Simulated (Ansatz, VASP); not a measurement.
**Be7S: VASP beside Ansatz**

```
Be S
1.0
     0.00000    3.33602    3.33602
     3.33602    0.00000    3.33602
     3.33602    3.33602    0.00000
Be S
7 1
Direct
  0.50000 0.00000 0.00000
  0.00000 0.50000 0.50000
  0.00000 0.50000 0.00000
  0.50000 0.00000 0.50000
  0.00000 0.00000 0.50000
  0.50000 0.50000 0.00000
  0.50000 0.50000 0.50000
  0.00000 0.00000 0.00000
```

Change from the starting cell: species swapped into the Zn7Tc type (Fm-3m, No. 225).

Alike in both runs: functional PBE; k mesh 4 × 4 × 4; occupations gaussian, width 0.2 eV; no spin polarisation.

Ansatz relaxed the structure, and its values are those at the end. VASP's run is a single point on that final structure, the one shown.

```csv
,VASP,Ansatz
version,VASP 6.6.1,Ansatz 0.2.0
potentials or method,"VASP PAW PBE potentials, release 64 (Be, S), cutoff 600 eV","scalar-relativistic, plane waves, PAW"
valence electrons in the cell,20,20
```

```csv
,VASP,Ansatz,Ansatz less VASP
gap on the k mesh at the Fermi level (eV),none,none,-
pressure (GPa),0.4,0.3,-0.07
```

A gap of «none» marks a metal or a gap that the smearing closes.

The k mesh is coarse, so the values compare programs but aren't converged.
